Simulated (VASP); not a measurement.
**TiAl3N4: single point with PBE**

Crystal: TiAl3N4.

```
Ti Al N
1.0
    -2.06916    2.06916    4.13459
     2.06916   -2.06916    4.13459
     2.06916    2.06916   -4.13459
Ti Al N
1 3 4
Direct
  0.00000 0.00000 0.00000
  0.50000 0.50000 0.00000
  0.75000 0.25000 0.50000
  0.25000 0.75000 0.50000
  0.74054 0.74054 0.00000
  0.25946 0.25946 0.00000
  0.50000 0.00000 0.50000
  0.00000 0.50000 0.50000
```

```
Program                : VASP 6.6.1
Task                   : single point
Functional             : PBE
Potentials or basis    : VASP PAW PBE potentials, release 64 (Ti_sv, Al, N)
Cutoff                 : 600 eV
k mesh                 : 6 × 6 × 6
Occupations            : gaussian, width 0.1 eV
Spin                   : collinear spin, ferromagnetic start
Starting moments       : [1.0, 0.0, 0.0, 0.0, 0.0, 0.0, 0.0, 0.0] μB
Dipole correction      : no
Further INCAR settings : ALGO = Normal; EDIFF = 1e-06; NBANDS = 34
```

* Pressure: -0.2 GPa
* Largest force: 0.018 eV/Å
* Net moment: 0.44 μB per cell
* Site moments: Ti +0.34; Al +0.00; N +0.00, -0.01 μB
* Valence electrons inside the program's atomic spheres: Ti 10.45; Al 0.70, 0.68; N 3.81

Forces on the atoms (eV/Å):
```
Ti   0.000  0.000  0.000
Al   0.000  0.000  0.000
Al   0.000  0.000  0.000
Al   0.000  0.000  0.000
N    0.000  0.000 -0.018
N    0.000  0.000  0.018
N    0.000  0.000  0.000
N    0.000  0.000  0.000
```

Levels at points of the mesh, in eV from the Fermi level:
Spin up:
```
           k point  band 18  band 19  band 20  band 21  band 22  band 23  band 24  band 25
(0.00, 0.00, 0.00)    -2.49    -2.29    -2.29    -1.23     0.25     0.25     1.47     2.00
(0.50, 0.00, 0.00)    -3.97    -3.76    -3.37    -0.06     1.07     1.16     2.38     4.16
(0.50, 0.50, 0.00)    -3.64    -3.55    -3.53     1.11     1.52     1.65     3.46     3.72
(0.50, 0.50, 0.50)    -4.30    -3.03    -3.03    -1.04    -1.04    -0.97     1.25     2.10
```
Spin down:
```
           k point  band 16  band 17  band 18  band 19  band 20  band 21  band 22  band 23  band 24  band 25
(0.00, 0.00, 0.00)    -4.35    -4.35    -2.50    -2.28    -2.28    -0.94     0.66     0.66     1.54     2.07
(0.50, 0.00, 0.00)    -5.15    -4.34    -3.95    -3.74    -3.36     0.32     1.46     1.47     2.54     4.31
(0.50, 0.50, 0.00)    -4.61    -3.68    -3.62    -3.54    -3.51     1.55     1.90     1.97     3.51     3.83
(0.50, 0.50, 0.50)    -4.39    -4.25    -4.25    -3.02    -3.02    -0.71    -0.71    -0.66     1.28     2.20
```

Run time: 4.2 min on 1 thread of Intel Xeon 6975P-C (shared host), peak memory 0.37 GiB.
